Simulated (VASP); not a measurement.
# TaO4F (I-4) in VASP: single point with r2SCAN

Aim: the single point of TaO4F with r2SCAN.

Everything below comes from runs of VASP 6.6.1. Logs are shortened: lines on timing, memory, paths and dates and some standing lists are left out, and cuts for length are marked.

### Step 1. The cell of the first run

Symmetry: I-4, No. 82, tetragonal system. The conventional cell has a = 4.976 Å, b = 4.976 Å, c = 4.948 Å, α = 90.00°, β = 90.00°, γ = 90.00°. Within 2.6 Å of Ta (site symmetry -4) lie 8 O at 1.93 to 2.42 Å. Within 2.6 Å of F (site symmetry -4) lie 4 O at 1.97 Å. Within 2.9 Å of O (site symmetry 1) lie 2 Ta at 1.93 to 2.42 Å and 2 F at 1.97 to 2.89 Å and 7 O at 2.30 to 2.82 Å.

### Step 2. Single point, r2SCAN

Contents of POSCAR:

```
TaO4F
1.0
   -2.4880170638      2.4880170638      2.4740582604
    2.4880170638     -2.4880170638      2.4740582604
    2.4880170638      2.4880170638     -2.4740582604
Ta F O
1 1 4
Direct
    0.0000000000      0.0000000000      0.0000000000
    0.2500000000      0.7500000000      0.5000000000
    0.4900231679      0.4393384320      0.3979063924
    0.5606615680     -0.0414320396      0.0506847359
    1.0414320396      1.0921167754      0.6020936076
   -0.0921167754      0.5099768321      0.9493152641
```

Contents of INCAR.step1:

```
PREC     = Accurate       # precision mode
ENCUT    = 1490           # plane-wave cutoff, eV
ISMEAR   = -1             # smearing method
SIGMA    = 0.1            # smearing width, eV
LREAL    = F              # projectors in reciprocal space
LASPH    = T              # aspherical terms in the spheres
NELM     = 120            # most SCF steps
NBANDS   = 31             # bands
GGA      = PE             # functional
ALGO     = Normal         # electronic algorithm
EDIFF    = 1E-5           # SCF threshold, eV
LWAVE    = T              # write WAVECAR
LCHARG   = F              # write CHGCAR
GGA_COMPAT= F
```

Contents of INCAR.step2:

```
PREC     = Accurate       # precision mode
ENCUT    = 1490           # plane-wave cutoff, eV
EDIFF    = 1E-6           # SCF threshold, eV
ISMEAR   = -1             # smearing method
SIGMA    = 0.1            # smearing width, eV
LREAL    = F              # projectors in reciprocal space
LASPH    = T              # aspherical terms in the spheres
NELM     = 120            # most SCF steps
ALGO     = Normal         # electronic algorithm
ISIF     = 2              # what is computed and relaxed
LWAVE    = F              # write WAVECAR
LCHARG   = T              # write CHGCAR
METAGGA  = R2SCAN         # meta-GGA
LMIXTAU  = T            
LELF     = T              # ELF
LVHAR    = T            
NBANDS   = 31             # bands
ISTART   = 1            
GGA_COMPAT= F
```

Contents of KPOINTS:

```
regular mesh
0
Gamma
  5 5 5
```

Potentials or basis: VASP PAW PBE potentials, release 64 (Ta_sv_GW, F_h, O_h).

Command:

```console
cat potpaw_PBE.64/Ta_sv_GW/POTCAR potpaw_PBE.64/F_h/POTCAR potpaw_PBE.64/O_h/POTCAR > POTCAR
cp INCAR.step1 INCAR
mpirun -np 1 vasp_std > vasp.out
cp INCAR.step2 INCAR
mpirun -np 1 vasp_std > vasp.out
```

OUTCAR:

```text
PREC = Accurate
   ENCUT = 1490
   EDIFF = 1E-6
   ISMEAR = -1
   LREAL = F
   LASPH = T
   NELM = 120
   ISIF = 2
   METAGGA = R2SCAN
   ISTART = 1

 ion  position               nearest neighbor table
   1  0.000  0.000  0.000-   5 1.93   3 1.93   4 1.93   6 1.93
   2  0.250  0.750  0.500-
   3  0.490  0.439  0.398-   1 1.93
   4  0.561  0.959  0.051-   1 1.93
   5  0.041  0.092  0.602-   1 1.93
   6  0.908  0.510  0.949-   1 1.93

  LATTYP: Found a body centered tetragonal cell.
 ALAT       =     4.9760341276
 C/A-ratio  =     0.9943895870

  Lattice vectors:

 A1 = (  -2.4880170638,   2.4880170638,   2.4740582604)
 A2 = (   2.4880170638,  -2.4880170638,   2.4740582604)
 A3 = (   2.4880170638,   2.4880170638,  -2.4740582604)

Analysis of symmetry for initial positions (statically):
=====================================================================
 Subroutine PRICEL returns:
 Original cell was already a primitive cell.

 Routine SETGRP: Setting up the symmetry group for a
 body centered tetragonal supercell.

 Subroutine GETGRP returns: Found  4 space group operations
 (whereof  4 operations were pure point group operations)
 out of a pool of 16 trial point group operations.

The static configuration has the point symmetry S_4 .

Analysis of symmetry for dynamics (positions and initial velocities):
=====================================================================
 Subroutine PRICEL returns:
 Original cell was already a primitive cell.

 Routine SETGRP: Setting up the symmetry group for a
 body centered tetragonal supercell.

 Subroutine GETGRP returns: Found  4 space group operations
 (whereof  4 operations were pure point group operations)
 out of a pool of 16 trial point group operations.

The dynamic configuration has the point symmetry S_4 .

 Subroutine INISYM returns: Found  4 space group operations
 (whereof  4 operations are pure point group operations),
 and found     1 'primitive' translations

----------------------------------------------------------------------------------------

                                     Primitive cell

  volume of cell :      61.2599

[... 88 lines left out ...]
   LSORBIT =      F    spin-orbit coupling
   LASPH  =      T    aspherical Exc in radial PAW
   ENCUT  = 1490.0 eV 109.51 Ry   10.46 a.u.  13.54 13.54 13.54*2*pi/ulx,y,z
   NELM   =    120;   NELMIN=  2; NELMDL=  0     # of ELM steps
   EDIFF  = 0.1E-05   stopping-criterion for ELM
   LREAL  =      F    real-space projection
   EDIFFG = 0.1E-04   stopping-criterion for IOM
   NSW    =      0    number of steps for IOM
   IBRION =     -1    ionic relax: 0-MD 1-quasi-New 2-CG
   NFREE  =      0    steps in history (QN), initial steepest desc. (CG)
   ISIF   =      2    stress and relaxation
   ISYM   =      2    0-nonsym 1-usesym 2-fastsym
   POTIM  = 0.5000    time-step for ionic-motion
   TEBEG  =    0.0;   TEEND  =   0.0 temperature during run
   PSTRESS=    0.0 pullay stress
   NELECT =      44.0000    total number of electrons
   NUPDOWN=      -1.0000    fix difference up-down
   EMIN   =  10.00;   EMAX   =-10.00  energy-range for DOS
   EFERMI =   0.00;   METHOD = LEGACY
   ISMEAR =    -1;   SIGMA  =   0.10  broadening in eV -4-tet -1-fermi 0-gaus
   EFERMI_NEDOS =   21; number of points for ismear=-14 and -15
   IALGO  =     38    algorithm
   IMIX   =      4    mixing-type and parameters
     AMIX     =   0.40;   BMIX     =  1.00
     AMIX_MAG =   1.60;   BMIX_MAG =  1.00
  volume/ion in A,a.u.               =      10.21        68.90
  Fermi-wavevector in a.u.,A,eV,Ry     =   1.466111  2.770548 29.245470  2.149481
  Thomas-Fermi vector in A             =   2.581888
   LORBIT       =      0    0 simple, 1 ext, 2 COOP (PROOUT), +10 PAW based schemes
   METAGGA = R2SCAN    functional components
   LHFCALC =     F    Hartree Fock is set to
   AEXX    =    0.0000 exact exchange contribution
   IVDW    =     0    specifies the selected vdW correction
   LEPSILON=     F    determine dielectric tensor
   LRPA    =     F    only Hartree local field effects (RPA)
 non-spin polarized calculation
  energy-cutoff  :     1490.00
  volume of cell :       61.26
 maximum number of plane-waves:      8022
 NGX is ok and might be reduce to    54
   NGX = 27   NGY = 27   NGZ = 27

 number of electron      44.0000000 magnetization

 Free energy of the ion-electron system (eV)
  ---------------------------------------------------
  ext. energy  EPLUGINS =         0.00000000
  ---------------------------------------------------
  free energy    TOTEN  =       -83.12109213 eV

  energy without entropy =      -83.03436865  energy(sigma->0) =      -83.07773039

 E-fermi :   3.8156     XC(G=0): -12.1568

 val. band max:        3.8076935381   @ k =  -0.4000   0.4000   0.4000
 cond. band min:       3.8854311747   @ k =  -0.2000   0.2000   0.2000
 fundamental gap:      0.0777376366
 Fermi energy:         3.8156499002

 k-point     1 :       0.0000    0.0000    0.0000
  band No.  band energies     occupation
      1     -66.2437      2.00000
      2     -31.9922      2.00000
      3     -31.9922      2.00000
      4     -31.9433      2.00000
      5     -21.1184      2.00000
      6     -15.3693      2.00000
[... 703 lines left out ...]
     30      18.1694      0.00000
     31      19.0314      0.00000

------------------------ aborting loop because EDIFF is reached ----------------------------------------

  FORCE on cell =-STRESS in cart. coord.  units (eV):
  Direction    XX          YY          ZZ          XY          YZ          ZX
  --------------------------------------------------------------------------------------
  -------------------------------------------------------------------------------------
  Total       -0.0637702     -0.0637702      0.0155098     -0.0000005      0.0000000      0.0000000
  in kB       -1.6678290     -1.6678290      0.4056381     -0.0000129      0.0000000      0.0000000
  external PRESSURE =      -0.9766733 kB  Pullay stress =       0.0000000 kB

 VOLUME and BASIS-vectors are now :
 -----------------------------------------------------------------------------
  energy-cutoff  :     1490.00
  volume of cell :       61.26
      direct lattice vectors                 reciprocal lattice vectors
    -2.488017064  2.488017064  2.474058260     0.000000000  0.200963252  0.202097100
     2.488017064 -2.488017064  2.474058260     0.200963252  0.000000000  0.202097100
     2.488017064  2.488017064 -2.474058260     0.200963252  0.200963252  0.000000000

 POSITION                                       TOTAL-FORCE (eV/Angst)
 -----------------------------------------------------------------------------------
      0.00000      0.00000      0.00000         0.000000     -0.000000      0.000000
      2.48802      0.00000      1.23703         0.000000     -0.000000      0.000000
      0.86389      1.11610      1.31485         0.023011      0.030596      0.033240
      1.11610     -0.86389      3.63327         0.030596     -0.023011     -0.033240
      1.62412      1.37191     -1.15921        -0.023011     -0.030596      0.033240
      1.37191      3.35191      1.15921        -0.030596      0.023011     -0.033240
 -----------------------------------------------------------------------------------
    total drift:                                0.000001     -0.000001     -0.000000

  FREE ENERGIE OF THE ION-ELECTRON SYSTEM (eV)
  ---------------------------------------------------
  free  energy   TOTEN  =       -83.1210921302 eV

  energy  without entropy=      -83.0343686461  energy(sigma->0) =      -83.07773039
```

Wall time 9.5 min (1 thread of AMD EPYC 9R45 (Zen 5), shared host); peak memory 0.55 GiB.

What came out:

| Quantity | Value |
| --- | --- |
| Free energy | -83.1211 eV |
| Pressure | -0.1 GPa |
| Largest force | 0.051 eV/Å |
| Band gap on the k mesh | 0.08 eV (least direct gap 0.33 eV) |

Forces on the atoms (eV/Å):
```
Ta   0.000  0.000  0.000
F    0.000  0.000  0.000
O    0.023  0.031  0.033
O    0.031 -0.023 -0.033
O   -0.023 -0.031  0.033
O   -0.031  0.023 -0.033
```

Stress tensor (GPa, compression positive):
```
-0.17  0.00  0.00
 0.00 -0.17  0.00
 0.00  0.00  0.04
```

Caveat: the PAW data sets were made with another functional, which shifts forces and pressure a little; spin-orbit coupling is left out, which moves the levels of the heavy elements.
